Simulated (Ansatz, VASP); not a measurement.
## P: VASP beside Ansatz

Contents of INCAR:

```
SYSTEM = P
ALGO = Normal
EDIFF = 1E-6
ENCUT = 520
GGA = PE
ISIF = 2
ISMEAR = 0
IVDW = 12
LASPH = .True.
LCHARG = .False.
LREAL = .False.
LWAVE = .False.
NBANDS = 12
NELM = 80
PREC = Accurate
SIGMA = 0.15
```

Contents of KPOINTS:

```
k-points
0
Gamma
  24 24 24
  0 0 0
```

POSCAR

```
P
1.0
    1.6602574782      0.9585501020      3.1103938071
   -1.6602574782      0.9585501020      3.1103938071
    0.0000000000     -1.9171002040      3.1103938071
P
2
Direct
    0.2336660455      0.2336660455      0.2336660455
    0.7663339545      0.7663339545      0.7663339545
```

Input for Ansatz:

```yaml
crystal:
  lattice:
    - [1.6602574782, 0.958550102, 3.1103938071]
    - [-1.6602574782, 0.958550102, 3.1103938071]
    - [0.0, -1.917100204, 3.1103938071]
  atoms:
    - { symbol: P, position: [0.2336660455, 0.2336660455, 0.2336660455] }
    - { symbol: P, position: [0.7663339545, 0.7663339545, 0.7663339545] }
basis:
  ecutwfc: 420
kpoints:
  mp_grid: { grid: [24, 24, 24] }
hamiltonian:
  xc: pbe
  dispersion: d3bj
scf:
  occupations: { method: gaussian, width: 0.15 }
output:
  forces: true
  stress: true
  eigenvalues: true
  write_density: true
  write_potential: true
  elf: true
  volumetric_format: npy
```

Alike in both runs: task single point; functional PBE; dispersion D3(BJ); k mesh 24 × 24 × 24; occupations gaussian, width 0.15 eV; no spin polarisation.

|  | VASP | Ansatz |
| --- | --- | --- |
| version | VASP 6.6.1 | Ansatz 0.2.0 |
| potentials or method | VASP PAW PBE potentials, release 64 (P), cutoff 520 eV | scalar-relativistic, plane waves, PAW |
| valence electrons in the cell | 10 | 10 |

```tsv
	VASP	Ansatz	Ansatz less VASP
gap on the k mesh at the Fermi level (eV)	none	none	-
pressure (GPa)	1.2	1.5	+0.30
traceless stress, the component that is largest in VASP (GPa)	-6.62	-6.66	-0.043
rms of the force components (eV/Å)	0.202	0.168	-0.0344
```

Atom by atom the forces differ by 0.034 eV/Å (rms over components). A gap of «none» marks a metal or a gap that the smearing closes.
